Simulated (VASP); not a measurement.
A run of VASP 6.6.1:

POSCAR

```
SnSe
1.0
    0.0000000000      2.8325184469      3.3990221363
    2.8325184469      0.0000000000      3.3990221363
    2.8325184469      2.8325184469      0.0000000000
Sn Se
1 1
Direct
    0.0000000000      0.0000000000      0.0000000000
    0.5000000000      0.5000000000      0.5000000000
```

Contents of INCAR.step1:

```
SYSTEM = SnSe
ALGO = Normal ; EDIFF = 1E-4
ENCUT = 520 ; GGA = PE
ISMEAR = 0 ; LASPH = .True.
LCHARG = .False. ; LREAL = .False.
LWAVE = .True. ; NBANDS = 17
NELM = 80 ; PREC = Accurate
SIGMA = 0.05
```

INCAR.step2

```
SYSTEM = SnSe
ALGO = Normal ; EDIFF = 1E-7
ENCUT = 520 ; ISIF = 2
ISMEAR = 0 ; ISTART = 1
LASPH = .True. ; LCHARG = .False.
LMIXTAU = .True. ; LREAL = .False.
LWAVE = .False. ; METAGGA = R2SCAN
NBANDS = 17 ; NELM = 80
PREC = Accurate ; SIGMA = 0.05
```

The input KPOINTS:

```
k-points
0
Gamma
  12 12 12
  0 0 0
```

Potentials or basis: VASP PAW PBE potentials, release 64 (Sn_d, Se).

Command:

```sh
$ cat potpaw_PBE.64/Sn_d/POTCAR potpaw_PBE.64/Se/POTCAR > POTCAR
$ cp INCAR.step1 INCAR
$ mpirun -np 1 vasp_std > vasp.out
$ cp INCAR.step2 INCAR
$ mpirun -np 1 vasp_std > vasp.out
```

Hardware: 1 thread of Intel Xeon 6975P-C (shared host).

Q: How long does it take, and how much memory?

A: Run time: 8.4 min on 1 thread of Intel Xeon 6975P-C, with other jobs on the host, peak memory 0.31 GiB. Counts: k points 163.
